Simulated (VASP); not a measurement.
# MgB2 (P6/mmm) in VASP: notebook, part 2 of 2

VASP 6.6.1.

## 3. Electric field gradients, LDA (zz strain of +1 %)

File INCAR:

```
SYSTEM = MgB2
  ALGO = Normal
  EDIFF = 1E-8
  ENCUT = 520
  GGA = CA
  ISIF = 2
  ISMEAR = -1
  LASPH = .TRUE.
  LCHARG = .FALSE.
  LEFG = .TRUE.
  LREAL = .FALSE.
  LWAVE = .FALSE.
  NBANDS = 11
  NELM = 100
  PREC = Accurate
  SIGMA = 0.05
```

File KPOINTS:

```
k-points
0
G
  15 15 12
  0 0 0
```

File POSCAR:

```
MgB2
1.0
    3.0850007055      0.0000000000      0.0000000000
   -1.5425003528      2.6716889817      0.0000000000
    0.0000000000      0.0000000000      3.5582300000
Mg B
1 2
Direct
    0.0000000000      0.0000000000      0.0000000000
    0.3333333333      0.6666666667      0.5000000000
    0.6666666667      0.3333333333      0.5000000000
```

Potentials or basis: VASP PAW LDA potentials, release 64 (Mg, B).

The run is started by

```bash
$ cat potpaw_LDA.64/Mg/POTCAR potpaw_LDA.64/B/POTCAR > POTCAR
$ mpirun -np 1 vasp_std > vasp.out
```

OUTCAR:

```text
SYSTEM = MgB2
   EDIFF = 1E-8
   ENCUT = 520
   GGA = CA
   ISIF = 2
   ISMEAR = -1
   LASPH = .TRUE.
   LREAL = .FALSE.
   NELM = 100
   PREC = Accurate

 ion  position               nearest neighbor table
   1  0.000  0.000  0.000-   2 2.52   3 2.52   2 2.52   3 2.52   3 2.52   3 2.52   2 2.52   2 2.52
                             3 2.52   3 2.52   2 2.52   2 2.52
   2  0.333  0.667  0.500-   3 1.78   3 1.78   3 1.78   1 2.52   1 2.52   1 2.52   1 2.52   1 2.52
                             1 2.52
   3  0.667  0.333  0.500-   2 1.78   2 1.78   2 1.78   1 2.52   1 2.52   1 2.52   1 2.52   1 2.52
                             1 2.52

  LATTYP: Found a hexagonal cell.
 ALAT       =     3.0850007055
 C/A-ratio  =     1.1533968189

  Lattice vectors:

[... 538 lines left out ...]
  volume of cell :       29.33
      direct lattice vectors                 reciprocal lattice vectors
     3.085000706  0.000000000  0.000000000     0.324149034  0.187147532  0.000000000
    -1.542500353  2.671688982  0.000000000     0.000000000  0.374295065  0.000000000
     0.000000000  0.000000000  3.558230000     0.000000000  0.000000000  0.281038606

 POSITION                                       TOTAL-FORCE (eV/Angst)
 -----------------------------------------------------------------------------------
      0.00000      0.00000      0.00000        -0.000000      0.000000      0.000000
     -0.00000      1.78113      1.77912         0.000000      0.000000     -0.000000
      1.54250      0.89056      1.77912        -0.000000     -0.000000      0.000000
 -----------------------------------------------------------------------------------
    total drift:                                0.000000     -0.000000      0.000000

  FREE ENERGIE OF THE ION-ELECTRON SYSTEM (eV)
  ---------------------------------------------------
  free  energy   TOTEN  =       -17.2355672088 eV

  energy  without entropy=      -17.2295570379  energy(sigma->0) =      -17.23256212

 Electric field gradients (V/A^2)
---------------------------------------------------------------------
 ion       V_xx      V_yy      V_zz      V_xy      V_xz      V_yz
---------------------------------------------------------------------
   1       0.255     0.255    -0.510    -0.000    -0.000    -0.000
   2      -9.840    -9.840    19.679     0.000     0.000    -0.000
   3      -9.840    -9.840    19.679     0.000     0.000    -0.000
---------------------------------------------------------------------

 Electric field gradients after diagonalization (V/A^2)
 (convention: |V_zz| > |V_xx| > |V_yy|)
----------------------------------------------------------------------
 ion       V_xx      V_yy      V_zz     asymmetry (V_yy - V_xx)/ V_zz
----------------------------------------------------------------------
   1       0.255     0.255    -0.510       0.000
   2      -9.840    -9.840    19.679       0.000
   3      -9.840    -9.840    19.679       0.000
----------------------------------------------------------------------

           NMR quadrupolar parameters

 Cq : quadrupolar parameter    Cq=e*Q*V_zz/h
 eta: asymmetry parameters     (V_yy - V_xx)/ V_zz
 Q  : nuclear electric quadrupole moment in mb (millibarn)
----------------------------------------------------------------------
 ion       Cq(MHz)       eta       Q (mb)
----------------------------------------------------------------------
   1      -0.001       0.000       1.000
   2       0.048       0.000       1.000
   3       0.048       0.000       1.000
----------------------------------------------------------------------
```

stdout:

```text
POSCAR found type information on POSCAR MgB
 POSCAR found :  2 types and       3 ions
 scaLAPACK will be used
 LDA part: xc-table for (Slater(with rela. corr.)+CA(PZ))
 , standard interpolation
 POSCAR, INCAR and KPOINTS ok, starting setup
 FFT: planning ... GRIDC
 FFT: planning ... GRID_SOFT
 FFT: planning ... GRID
 WAVECAR not read
 entering main loop
ion   1

ion   2

ion   3
```

It took 42 s on 1 thread of AMD EPYC 7R43 (Zen 3), shared host; peak memory 0.15 GiB.

What came out:

* Free energy: -17.2356 eV
* Pressure: -9.1 GPa
* Band gap on the k mesh: zero (band 4 reaches 6.88 eV, above the bottom of band 5 at 3.18 eV)

Levels at points of the mesh, in eV from the Fermi level:
| k point | band 1 | band 2 | band 3 | band 4 | band 5 | band 6 | band 7 | band 8 |
| --- | --- | --- | --- | --- | --- | --- | --- | --- |
| (0.00, 0.00, 0.00) | -12.22 | -2.99 | 0.41 | 0.41 | 1.47 | 6.34 | 6.34 | 8.28 |
| (0.00, 0.00, 0.50) | -10.97 | -7.39 | 0.76 | 0.76 | 6.67 | 6.67 | 7.96 | 9.50 |

Electric field gradients, principal values (V/Å²):
```csv
atom,least,middle,greatest (by size)
1 Mg,0.255,0.255,-0.510
2 B,-9.840,-9.840,19.679
3 B,-9.840,-9.840,19.679
```

Caveat: the cell differs from its parent crystal (zz strain of +1 %); without QUAD_EFG the Cq values of the log hold for a quadrupole moment of 1 mb, not for the nuclei.
